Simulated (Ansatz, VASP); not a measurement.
**Be: VASP beside Ansatz**

File INCAR:

```
SYSTEM = Be
PREC = Accurate
ENCUT = 520
EDIFF = 1E-6
ISMEAR = 0
SIGMA = 0.15
LREAL = .False.
LASPH = .True.
NELM = 80
ALGO = Normal
ISIF = 2
LWAVE = .False.
LCHARG = .False.
GGA = PS
NBANDS = 7
```

File KPOINTS:

```
regular mesh
0
Gamma
  26 26 26
  0 0 0
```

Contents of POSCAR:

```
Be
1.0
   -1.2155273228      1.2155273228      1.2907145798
    1.2155273228     -1.2155273228      1.2907145798
    1.2155273228      1.2155273228     -1.2907145798
Be
1
Direct
    0.0000000000      0.0000000000      0.0000000000
```

Input for Ansatz:

```yaml
crystal:
  lattice:
    - [-1.2155273228, 1.2155273228, 1.2907145798]
    - [1.2155273228, -1.2155273228, 1.2907145798]
    - [1.2155273228, 1.2155273228, -1.2907145798]
  atoms:
    - { symbol: Be, position: [0.0, 0.0, 0.0] }
basis:
  ecutwfc: 420
kpoints:
  mp_grid: { grid: [26, 26, 26] }
hamiltonian:
  xc: pbesol
scf:
  occupations: { method: gaussian, width: 0.15 }
output:
  forces: true
  stress: true
  eigenvalues: true
```

Change from the starting cell: strain -0.030 along x and y, +0.030 along z, atoms carried along.

Alike in both runs: task single point; functional PBEsol; k mesh 26 × 26 × 26; occupations gaussian, width 0.15 eV; no spin polarisation.

|  | VASP | Ansatz |
| --- | --- | --- |
| version | VASP 6.6.1 | Ansatz 0.2.0 |
| potentials or method | VASP PAW PBE potentials, release 64 (Be), cutoff 520 eV | scalar-relativistic, plane waves, PAW |
| valence electrons in the cell | 2 | 2 |

Ansatz gave:

```
gap on the k mesh at the Fermi level (eV)                     : none
pressure (GPa)                                                : 2.1
traceless stress, the component that is largest in VASP (GPa) : -1.44
```

**Question.** Which values does VASP return?

**Answer.** gap on the k mesh at the Fermi level (eV): none; pressure (GPa): 2.5; traceless stress, the component that is largest in VASP (GPa): -1.45.

VASP's potentials were made for PBE, not for PBEsol. A gap of «none» marks a metal or a gap that the smearing closes.
